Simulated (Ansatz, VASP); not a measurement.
SnMo: VASP beside Ansatz

```
Sn Mo
1.0
     3.21135    0.00000    0.00000
    -1.60568    2.78111    0.00000
     0.00000    0.00000    4.18429
Sn Mo
1 1
Cartesian
  0.0000 0.0000 0.0000
  1.6057 0.9270 2.0921
```

Alike in both runs: functional r2SCAN; k mesh 18 × 18 × 14; occupations gaussian, width 0.1 eV; no spin polarisation.

Ansatz relaxed the structure, and its values are those at the end. VASP's run is a single point on that final structure, the one shown.

|  | VASP | Ansatz |
| --- | --- | --- |
| version | VASP 6.6.1 | Ansatz 0.2.0 |
| potentials or method | VASP PAW PBE potentials, release 64 (Sn_d, Mo_sv), cutoff 520 eV | scalar-relativistic, plane waves, PAW |
| valence electrons in the cell | 28 | 28 |

|  | VASP | Ansatz | Ansatz less VASP |
| --- | --- | --- | --- |
| gap on the k mesh at the Fermi level (eV) | none | none | - |
| pressure (GPa) | 0.5 | 0.0 | -0.50 |

VASP's potentials were made for PBE, not for r2SCAN. A gap of «none» marks a metal or a gap that the smearing closes. The functional is the same, so the differences come from potentials, cutoffs and numerics.
